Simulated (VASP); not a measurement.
A run of VASP 6.6.1 is set up as follows.

INCAR

```
PREC = Accurate
ENCUT = 520
EDIFF = 1E-7
ISMEAR = -1
SIGMA = 0.02
LREAL = False
LASPH = True
NELM = 100
ALGO = Normal
ISIF = 2
LWAVE = False
LCHARG = False
GGA = PE
NBANDS = 16
```

File KPOINTS:

```
regular mesh
0
Gamma
  6 6 6
```

File POSCAR:

```
CuI
1.0
    3.5749673012      0.0000000000      0.0000000000
    0.0000000000      3.5749673012      0.0000000000
    0.0000000000      0.0000000000      3.5749673012
Cu I
1 1
Direct
    0.0000000000      0.0000000000      0.0000000000
    0.5000000000      0.5000000000      0.5000000000
```

Potentials or basis: VASP PAW PBE potentials, release 64 (Cu, I).

Run with:

```sh
$ cat potpaw_PBE.64/Cu/POTCAR potpaw_PBE.64/I/POTCAR > POTCAR
$ mpirun -np 1 vasp_std > vasp.out
```

Q: Predict the band gap on the k mesh.

A: Zero (bands 9 and 10 overlap by 0.47 eV).

Q: Estimate the pressure.

A: 3.0 GPa.

Caveat: spin-orbit coupling is left out, which moves the levels of the heavy elements.
